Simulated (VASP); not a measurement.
A run of VASP 6.6.1 is set up as follows.

Contents of INCAR:

```
SYSTEM = C
PREC = Accurate
ENCUT = 520
EDIFF = 1E-7
ISMEAR = -1
SIGMA = 0.1
LREAL = .False.
LASPH = .True.
NELM = 100
ALGO = Normal
ISIF = 2
LWAVE = .False.
LCHARG = .False.
NBANDS = 16
```

Contents of KPOINTS:

```
Automatic mesh
0
Gamma
  3 3 1
  0 0 0
```

The input POSCAR:

```
C
1.0
    2.4561140000      0.0000000000      0.0000000000
   -1.2280744483      2.1270470447      0.0000000000
    0.0000000000      0.0000000000      7.1732680000
C
4
Direct
    0.0833790000      0.9166210000      0.7531380000
    0.5833790000      0.4166210000      0.2468620000
    0.9166210000      0.0833790000      0.2468620000
    0.4166210000      0.5833790000      0.7531380000
```

Potentials or basis: VASP PAW LDA potentials, release 64 (C).

Command:

```sh
$ cat potpaw_LDA.64/C/POTCAR > POTCAR
$ mpirun -np 1 vasp_std > vasp.out
```

**Question.** Estimate the largest force.

**Answer.** 0.026 eV/Å.

**Question.** Predict the band gap on the k mesh.

**Answer.** 0.31 eV.

**Question.** What does it give for the pressure?

**Answer.** -1.3 GPa.

Stress tensor (GPa, compression positive):
```
-0.57  1.08  0.00
 1.08  0.68  0.00
 0.00  0.00 -3.96
```

Caveat: the k points lie up to 0.98 Å⁻¹ apart. A k mesh can miss the band edges.
